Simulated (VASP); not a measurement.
# MnO2 (P-3m1) in VASP: further runs, part 2 of 2

VASP 6.6.1. Earlier steps stand in the parts before.

## 3. Single point, PBE, collinear spin, ferromagnetic start

Contents of INCAR:

```
PREC = Accurate
ENCUT = 520
EDIFF = 1E-6
ISMEAR = 0
SIGMA = 0.05
LREAL = False
LASPH = True
NELM = 150
ALGO = Normal
ISIF = 2
LWAVE = False
LCHARG = False
ISPIN = 2
MAGMOM = 2.77 0 0
LORBIT = 11
LMAXMIX = 4
GGA = PE
NBANDS = 24
```

Contents of KPOINTS:

```
Automatic mesh
0
Gamma
  14 14 6
```

Contents of POSCAR:

```
MnO2
1.0
    2.8768068094      0.0000000000      0.0000000000
   -1.4384034047      2.4913877787      0.0000000000
    0.0000000000      0.0000000000      5.4464523635
Mn O
1 2
Direct
    0.0000000000      0.0000000000      0.0000000000
    0.3333333333      0.6666666667      0.1753671606
    0.6666666667      0.3333333333      0.8246328394
```

Potentials or basis: VASP PAW PBE potentials, release 64 (Mn_pv, O).

Run with:

```bash
> cat potpaw_PBE.64/Mn_pv/POTCAR potpaw_PBE.64/O/POTCAR > POTCAR
> mpirun -np 1 vasp_std > vasp.out
```

OUTCAR:

```text
PREC = Accurate
   ENCUT = 520
   EDIFF = 1E-6
   ISMEAR = 0
   LREAL = False
   LASPH = True
   NELM = 150
   ISIF = 2
   ISPIN = 2
   LORBIT = 11
   GGA = PE

 ion  position               nearest neighbor table
   1  0.000  0.000  0.000-   2 1.92   3 1.92   2 1.92   3 1.92   3 1.92   2 1.92
   2  0.333  0.667  0.175-   1 1.92   1 1.92   1 1.92
   3  0.667  0.333  0.825-   1 1.92   1 1.92   1 1.92

  LATTYP: Found a hexagonal cell.
 ALAT       =     2.8768068094
 C/A-ratio  =     1.8932284037

  Lattice vectors:

 A1 = (   2.8768068094,   0.0000000000,   0.0000000000)
 A2 = (  -1.4384034047,   2.4913877787,   0.0000000000)
 A3 = (   0.0000000000,   0.0000000000,   5.4464523635)

Analysis of symmetry for initial positions (statically):
=====================================================================
 Subroutine PRICEL returns:
 Original cell was already a primitive cell.

 Routine SETGRP: Setting up the symmetry group for a
 hexagonal supercell.

 Subroutine GETGRP returns: Found 12 space group operations
 (whereof 12 operations were pure point group operations)
 out of a pool of 24 trial point group operations.

The static configuration has the point symmetry D_3d.

Analysis of symmetry for dynamics (positions and initial velocities):
=====================================================================
 Subroutine PRICEL returns:
 Original cell was already a primitive cell.

 Routine SETGRP: Setting up the symmetry group for a
 hexagonal supercell.

 Subroutine GETGRP returns: Found 12 space group operations
 (whereof 12 operations were pure point group operations)
 out of a pool of 24 trial point group operations.

The dynamic configuration has the point symmetry D_3d.

Analysis of structural, dynamic, and magnetic symmetry:
=====================================================================
 Subroutine PRICEL returns:
 Original cell was already a primitive cell.

 Routine SETGRP: Setting up the symmetry group for a
 hexagonal supercell.

[... 147 lines left out ...]
 Free energy of the ion-electron system (eV)
  ---------------------------------------------------
  ext. energy  EPLUGINS =         0.00000000
  ---------------------------------------------------
  free energy    TOTEN  =       -23.84680937 eV

  energy without entropy =      -23.84680937  energy(sigma->0) =      -23.84680937

 E-fermi :   1.6665     XC(G=0):  -9.5288

 val. band max:        1.2921054507   @ k =   0.0714   0.0714   0.5000
 cond. band min:       2.2831522288   @ k =   0.0000   0.0000   0.5000
 fundamental gap:      0.9910467781
 Fermi energy:         1.6664629526

 spin component 1

 k-point     1 :       0.0000    0.0000    0.0000
  band No.  band energies     occupation
      1     -48.8951      1.00000
      2     -48.8951      1.00000
      3     -48.8903      1.00000
      4     -17.9678      1.00000
      5     -15.8572      1.00000
      6      -4.4800      1.00000
[... 637 lines left out ...]
     23      18.1718      0.00000
     24      21.9486      0.00000

 [... further k-points ...]

 spin component 2

 k-point     1 :       0.0000    0.0000    0.0000
  band No.  band energies     occupation
      1     -45.8165      1.00000
      2     -45.8165      1.00000
      3     -45.6441      1.00000
      4     -17.8297      1.00000
      5     -15.7620      1.00000
      6      -3.5603      1.00000
[... 637 lines left out ...]
     23      18.7103      0.00000
     24      22.1533      0.00000

 [... further k-points ...]
[... 5 lines left out ...]
  --------------------------------------------------------------------------------------
  -------------------------------------------------------------------------------------
  Total        0.2270653      0.2270653      0.1045354      0.0000000      0.0000000      0.0000000
  in kB        9.3195635      9.3195635      4.2905026      0.0000000      0.0000000      0.0000000
  external PRESSURE =       7.6432099 kB  Pullay stress =       0.0000000 kB

 VOLUME and BASIS-vectors are now :
 -----------------------------------------------------------------------------
  energy-cutoff  :      520.00
  volume of cell :       39.04
      direct lattice vectors                 reciprocal lattice vectors
     2.876806809  0.000000000  0.000000000     0.347607631  0.200691359  0.000000000
    -1.438403405  2.491387779  0.000000000     0.000000000  0.401382719  0.000000000
     0.000000000  0.000000000  5.446452363     0.000000000  0.000000000  0.183605755

 POSITION                                       TOTAL-FORCE (eV/Angst)
 -----------------------------------------------------------------------------------
      0.00000      0.00000      0.00000        -0.000000      0.000000      0.000000
     -0.00000      1.66093      0.95513        -0.000000     -0.000000      0.086376
      1.43840      0.83046      4.49132         0.000000      0.000000     -0.086376
 -----------------------------------------------------------------------------------
    total drift:                                0.000000      0.000000     -0.000000

  FREE ENERGIE OF THE ION-ELECTRON SYSTEM (eV)
  ---------------------------------------------------
  free  energy   TOTEN  =       -23.8468093651 eV

  energy  without entropy=      -23.8468093651  energy(sigma->0) =      -23.84680937

 total charge

# of ion       s       p       d       tot
------------------------------------------
    1        0.348   6.450   4.901  11.698
    2        1.582   3.404   0.000   4.986
    3        1.582   3.404   0.000   4.986
--------------------------------------------------
tot          3.511  13.258   4.901  21.670

 magnetization (x)

# of ion       s       p       d       tot
------------------------------------------
    1        0.031   0.039   2.784   2.854
    2        0.004   0.031   0.000   0.035
    3        0.004   0.031   0.000   0.035
--------------------------------------------------
tot          0.038   0.101   2.784   2.923
```

OSZICAR:

```text
N       E                     dE             d eps       ncg     rms          rms(c)
DAV:   1     0.247561159773E+03    0.24756E+03   -0.13749E+04 12328   0.112E+03
DAV:   2    -0.161468005249E+02   -0.26371E+03   -0.24771E+03 13584   0.351E+02
DAV:   3    -0.313361042590E+02   -0.15189E+02   -0.15095E+02 14416   0.914E+01
DAV:   4    -0.314887345535E+02   -0.15263E+00   -0.15261E+00 13952   0.978E+00
DAV:   5    -0.314908734882E+02   -0.21389E-02   -0.21389E-02 15000   0.109E+00    0.297E+01
DAV:   6    -0.307666880580E+02    0.72419E+00   -0.10096E+02 15584   0.759E+01    0.426E+01
DAV:   7    -0.249167969113E+02    0.58499E+01   -0.10351E+02 14504   0.757E+01    0.137E+01
DAV:   8    -0.239036277683E+02    0.10132E+01   -0.34868E+00 13720   0.164E+01    0.472E+00
DAV:   9    -0.238402967300E+02    0.63331E-01   -0.61710E-01 15864   0.683E+00    0.208E+00
DAV:  10    -0.238475981111E+02   -0.73014E-02   -0.67285E-02 12960   0.171E+00    0.105E+00
DAV:  11    -0.238467707287E+02    0.82738E-03   -0.47902E-03 14664   0.495E-01    0.447E-01
DAV:  12    -0.238469179152E+02   -0.14719E-03   -0.45276E-04 12824   0.213E-01    0.176E-01
DAV:  13    -0.238467908990E+02    0.12702E-03   -0.82269E-04 14104   0.302E-01    0.422E-02
DAV:  14    -0.238468058239E+02   -0.14925E-04   -0.68356E-05 13104   0.695E-02    0.172E-02
DAV:  15    -0.238468096043E+02   -0.37804E-05   -0.12205E-05 14568   0.268E-02    0.116E-02
DAV:  16    -0.238468093651E+02    0.23921E-06   -0.20059E-06 11472   0.152E-02
   1 F= -.23846809E+02 E0= -.23846809E+02  d E =-.365265E-28  mag=     3.0000
```

Wall time 83 s (1 thread of Intel Xeon 6975P-C (Granite Rapids), shared host); peak memory 0.3 GiB.

What came out:

| Item | Value |
| --- | --- |
| Free energy | -23.8468 eV |
| Pressure | 0.8 GPa |
| Largest force | 0.086 eV/Å |
| Band gap on the k mesh | 0.99 eV, indirect (least direct gap 1.05 eV) |
| Net moment | 3.00 μB per cell |
| Site moments | Mn +2.85; O +0.04 μB |
| Valence electrons inside the program's atomic spheres | Mn 11.70; O 4.99 |

Forces on the atoms (eV/Å):
```
Mn   0.000  0.000  0.000
O    0.000  0.000  0.086
O    0.000  0.000 -0.086
```

Levels at points of the mesh, in eV from the valence-band top:
Spin up:
```tsv
k point	band 11	band 12	band 13	band 14	band 15	band 16	band 17	band 18
(0.00, 0.00, 0.00)	-1.39	-1.23	-1.23	-0.19	2.97	2.97	6.70	10.27
(0.50, 0.00, 0.00)	-1.96	-1.74	-1.66	-0.91	2.22	2.82	11.57	12.44
(0.00, 0.00, 0.50)	-1.84	-1.23	-1.23	-0.05	2.97	2.97	8.28	8.76
(0.50, 0.00, 0.50)	-1.81	-1.74	-1.67	-0.95	2.21	2.81	11.11	12.51
```
Spin down:
```
           k point  band 7  band 8  band 9  band 10  band 11  band 12  band 13  band 14  band 15  band 16
(0.00, 0.00, 0.00)   -4.76   -4.76   -1.24    -1.18    -1.18     0.99     0.99     2.56     4.25     4.25
(0.50, 0.00, 0.00)   -4.18   -3.99   -2.85    -2.57    -1.79     1.28     1.72     2.02     3.69     4.15
(0.00, 0.00, 0.50)   -4.76   -4.60   -1.71    -1.18    -1.18     0.99     0.99     2.63     4.26     4.26
(0.50, 0.00, 0.50)   -4.25   -4.00   -2.82    -2.56    -1.64     1.26     1.72     2.02     3.68     4.14
```

Caveat: a cell with one magnetic atom can't hold antiferromagnetic order, which such compounds often take. A k mesh can miss the band edges.

## 4. Single point, PBE, collinear spin, ferromagnetic start

Contents of INCAR:

```
PREC     = Accurate       # precision mode
ENCUT    = 520            # plane-wave cutoff, eV
EDIFF    = 1E-6           # SCF threshold, eV
ISMEAR   = 0              # smearing method
SIGMA    = 0.05           # smearing width, eV
LREAL    = False          # projectors in reciprocal space
LASPH    = True           # aspherical terms in the spheres
NELM     = 150            # most SCF steps
ALGO     = Normal         # electronic algorithm
ISIF     = 2              # what is computed and relaxed
LWAVE    = False          # write WAVECAR
LCHARG   = True           # write CHGCAR
ISPIN    = 2              # spin polarisation
MAGMOM   = 0.5 0 0        # initial moments
LORBIT   = 11             # projections on sites
LMAXMIX  = 4              # l up to which the mixer works
GGA      = PE             # functional
LELF     = True           # ELF
LVHAR    = True         
NBANDS   = 24             # bands
```

Contents of KPOINTS:

```
regular mesh
0
Gamma
  14 14 6
```

POSCAR is that of step 3.

Run with:

```bash
> cat potpaw_PBE.64/Mn_pv/POTCAR potpaw_PBE.64/O/POTCAR > POTCAR
> mpirun -np 1 vasp_std > vasp.out
```

Wall time 1.8 min (1 thread of Intel Xeon 6975P-C (Granite Rapids), shared host); peak memory 0.3 GiB.

It converged, with:

- Free energy: -23.8468 eV
- Pressure: 0.8 GPa
- Largest force: 0.086 eV/Å
- Band gap on the k mesh: 0.99 eV, indirect (least direct gap 1.04 eV)
- Net moment: 3.00 μB per cell
- Site moments: Mn +2.85; O +0.04 μB
- Valence electrons inside the program's atomic spheres: Mn 11.70; O 4.99

Forces in eV/Å, atoms in the order of the input:
```
Mn   0.000  0.000  0.000
O    0.000  0.000  0.086
O    0.000  0.000 -0.086
```

Stress tensor (GPa, compression positive):
```
1.00 0.00 0.00
0.00 1.00 0.00
0.00 0.00 0.53
```

Levels at points of the mesh, in eV from the valence-band top:
Spin up:
```csv
k point,band 12,band 13,band 14,band 15,band 16,band 17
"(0.00, 0.00, 0.00)",-1.23,-1.23,-0.19,2.97,2.97,6.70
"(0.50, 0.00, 0.00)",-1.75,-1.66,-0.91,2.22,2.82,11.57
"(0.00, 0.00, 0.50)",-1.23,-1.23,-0.05,2.97,2.97,8.28
"(0.50, 0.00, 0.50)",-1.75,-1.67,-0.95,2.21,2.81,11.11
```
Spin down:
```
           k point  band 8  band 9  band 10  band 11  band 12  band 13  band 14  band 15
(0.00, 0.00, 0.00)   -4.76   -1.24    -1.18    -1.18     0.99     0.99     2.56     4.25
(0.50, 0.00, 0.00)   -3.99   -2.85    -2.57    -1.79     1.28     1.72     2.02     3.69
(0.00, 0.00, 0.50)   -4.60   -1.71    -1.18    -1.18     0.99     0.99     2.63     4.26
(0.50, 0.00, 0.50)   -4.00   -2.82    -2.56    -1.64     1.26     1.72     2.02     3.68
```

Caveat: a cell with one magnetic atom can't hold antiferromagnetic order, which such compounds often take.

## 5. Single point, PBE+D4, collinear spin, ferromagnetic start

Contents of INCAR:

```
SYSTEM = MnO2
PREC = Accurate
ENCUT = 520
EDIFF = 1E-6
ISMEAR = 0
SIGMA = 0.05
LREAL = .False.
LASPH = .True.
NELM = 150
ALGO = Normal
ISIF = 2
LWAVE = .False.
LCHARG = .False.
ISPIN = 2
MAGMOM = 3 0 0
LORBIT = 11
LMAXMIX = 4
GGA = PE
IVDW = 13
NBANDS = 24
```

Contents of KPOINTS:

```
Automatic mesh
0
Gamma
  14 14 6
  0 0 0
```

POSCAR is that of step 4.

Run with:

```bash
> cat potpaw_PBE.64/Mn_pv/POTCAR potpaw_PBE.64/O/POTCAR > POTCAR
> mpirun -np 1 vasp_std > vasp.out
```

Wall time 88 s (1 thread of Intel Xeon 6975P-C (Granite Rapids), shared host); peak memory 0.3 GiB.

Results (log left out):

| Item | Value |
| --- | --- |
| Free energy | -24.2954 eV |
| Pressure | -1.0 GPa |
| Largest force | 0.060 eV/Å |
| Band gap on the k mesh | 0.99 eV, indirect (least direct gap 1.05 eV) |
| Net moment | 3.00 μB per cell |
| Site moments | Mn +2.85; O +0.04 μB |
| Valence electrons inside the program's atomic spheres | Mn 11.70; O 4.99 |
| Dispersion energy per atom | -0.150 eV |

Forces in eV/Å, atoms in the order of the input:
```
Mn   0.000  0.000  0.000
O    0.000  0.000  0.060
O    0.000  0.000 -0.060
```

Stress tensor (GPa, compression positive):
```
-0.90  0.00  0.00
 0.00 -0.90  0.00
 0.00  0.00 -1.28
```

Levels at points of the mesh, in eV from the valence-band top:
Spin up:
```
           k point  band 11  band 12  band 13  band 14  band 15  band 16  band 17  band 18
(0.00, 0.00, 0.00)    -1.39    -1.23    -1.23    -0.19     2.97     2.97     6.70    10.27
(0.50, 0.00, 0.00)    -1.96    -1.74    -1.66    -0.91     2.22     2.82    11.57    12.44
(0.00, 0.00, 0.50)    -1.84    -1.23    -1.23    -0.05     2.97     2.97     8.28     8.76
(0.50, 0.00, 0.50)    -1.81    -1.74    -1.67    -0.95     2.21     2.81    11.11    12.51
```
Spin down:
| k point | band 9 | band 10 | band 11 | band 12 | band 13 | band 14 |
| --- | --- | --- | --- | --- | --- | --- |
| (0.00, 0.00, 0.00) | -1.24 | -1.18 | -1.18 | 0.99 | 0.99 | 2.56 |
| (0.50, 0.00, 0.00) | -2.85 | -2.57 | -1.79 | 1.28 | 1.72 | 2.02 |
| (0.00, 0.00, 0.50) | -1.71 | -1.18 | -1.18 | 0.99 | 0.99 | 2.63 |
| (0.50, 0.00, 0.50) | -2.82 | -2.56 | -1.64 | 1.26 | 1.72 | 2.02 |

Caveat: a cell with one magnetic atom can't hold antiferromagnetic order, which such compounds often take.

## 6. Single point, PBE, collinear spin, ferromagnetic start (volume scaled by 0.945)

Contents of INCAR:

```
PREC = Accurate
ENCUT = 520
EDIFF = 1E-7
ISMEAR = 0
SIGMA = 0.05
LREAL = F
LASPH = T
NELM = 150
ALGO = Normal
ISIF = 2
LWAVE = F
LCHARG = F
ISPIN = 2
MAGMOM = 2.76 0 0
LORBIT = 11
LMAXMIX = 4
GGA = PE
NBANDS = 24
```

Contents of KPOINTS:

```
Automatic mesh
0
Gamma
  14 14 6
```

Contents of POSCAR:

```
MnO2
1.0
    2.8743238944      0.0000000000      0.0000000000
   -1.4371619472      2.4892375113      0.0000000000
    0.0000000000      0.0000000000      5.1557933692
Mn O
1 2
Direct
    0.0000000000      0.0000000000      0.0000000000
    0.3333333333      0.6666666667      0.1853237768
    0.6666666667      0.3333333333      0.8146762232
```

Potentials or basis: VASP PAW PBE potentials, release 64 (Mn_pv, O).

Run with:

```bash
> cat potpaw_PBE.64/Mn_pv/POTCAR potpaw_PBE.64/O/POTCAR > POTCAR
> mpirun -np 1 vasp_std > vasp.out
```

Wall time 2.9 min (1 thread of Intel Xeon Platinum 8259CL at 2.50GHz (Skylake/Cascade Lake), shared host); peak memory 0.29 GiB.

The run converged. Its results:

* Free energy: -23.8441 eV
* Pressure: 1.3 GPa
* Largest force: 0.093 eV/Å
* Band gap on the k mesh: 0.95 eV, indirect (least direct gap 1.01 eV)
* Net moment: 3.00 μB per cell
* Site moments: Mn +2.85; O +0.04 μB
* Valence electrons inside the program's atomic spheres: Mn 11.70; O 4.99

Forces on the atoms (eV/Å):
```
Mn   0.000  0.000  0.000
O    0.000  0.000  0.093
O    0.000  0.000 -0.093
```

Stress tensor (GPa, compression positive):
```
1.48 0.00 0.00
0.00 1.48 0.00
0.00 0.00 0.86
```

Levels at points of the mesh, in eV from the valence-band top:
Spin up:
| k point | band 10 | band 11 | band 12 | band 13 | band 14 | band 15 | band 16 | band 17 | band 18 | band 19 |
| --- | --- | --- | --- | --- | --- | --- | --- | --- | --- | --- |
| (0.00, 0.00, 0.00) | -2.29 | -1.32 | -1.26 | -1.26 | -0.24 | 2.94 | 2.94 | 6.82 | 10.33 | 12.91 |
| (0.50, 0.00, 0.00) | -2.72 | -2.06 | -1.77 | -1.69 | -0.93 | 2.19 | 2.80 | 11.60 | 12.57 | 13.98 |
| (0.00, 0.00, 0.50) | -2.30 | -1.98 | -1.27 | -1.27 | -0.06 | 2.95 | 2.95 | 8.61 | 8.95 | 12.19 |
| (0.50, 0.00, 0.50) | -2.70 | -1.81 | -1.77 | -1.71 | -0.99 | 2.19 | 2.78 | 11.08 | 12.65 | 13.49 |
Spin down:
```
           k point  band 7  band 8  band 9  band 10  band 11  band 12  band 13  band 14  band 15  band 16
(0.00, 0.00, 0.00)   -4.80   -4.80   -1.21    -1.21    -1.17     0.96     0.96     2.52     4.22     4.22
(0.50, 0.00, 0.00)   -4.19   -4.03   -2.91    -2.61    -1.88     1.24     1.69     2.00     3.67     4.13
(0.00, 0.00, 0.50)   -4.80   -4.58   -1.85    -1.22    -1.22     0.95     0.95     2.61     4.23     4.23
(0.50, 0.00, 0.50)   -4.32   -4.05   -2.86    -2.58    -1.62     1.22     1.69     1.98     3.66     4.11
```

Caveat: a cell with one magnetic atom can't hold antiferromagnetic order, which such compounds often take. A k mesh can miss the band edges.

## 7. Overview

```tsv
level	spin	cell	gap on the mesh (eV)	pressure (GPa)	moment (μB)	largest force (eV/Å)
PBE	off	a = 2.877, b = 2.877, c = 5.446 Å, angles 90.0, 90.0, 120.0°, 3 atoms	none	-7.2	-	0.29
PBE	collinear, ferromagnetic start	a = 2.877, b = 2.877, c = 5.446 Å, angles 90.0, 90.0, 120.0°, 3 atoms	0.99	0.8	3.00	0.09
PBE+D4	collinear, ferromagnetic start	a = 2.877, b = 2.877, c = 5.446 Å, angles 90.0, 90.0, 120.0°, 3 atoms	0.99	-1.0	3.00	0.06
PBE	collinear, ferromagnetic start	a = 2.874, b = 2.874, c = 5.156 Å, angles 90.0, 90.0, 120.0°, 3 atoms	0.95	1.3	3.00	0.09
```

Alike in all rows: task single point; potentials or basis VASP PAW PBE potentials, release 64 (Mn_pv, O); k mesh 14 × 14 × 6; cutoff (eV) 520; smearing gaussian 0.05 eV.

On the cell as given the gap runs from zero (PBE) to 0.99 eV (PBE+D4). The pressure there spans -7.2 GPa (PBE) to 0.8 GPa (PBE); a positive pressure means that this level wants a larger cell, a negative one a smaller.

Caveats: a cell with one magnetic atom can't hold antiferromagnetic order, which such compounds often take (some runs); an odd number of electrons without spin polarisation forces a metal (some runs); a magnetic or distorted state may lie lower (some runs); semilocal functionals often make such compounds metallic where correlation or magnetic order opens a gap, which also shifts bond lengths (some runs).

Total energies depend on the potentials used, so only differences within one code and one set of settings carry meaning.
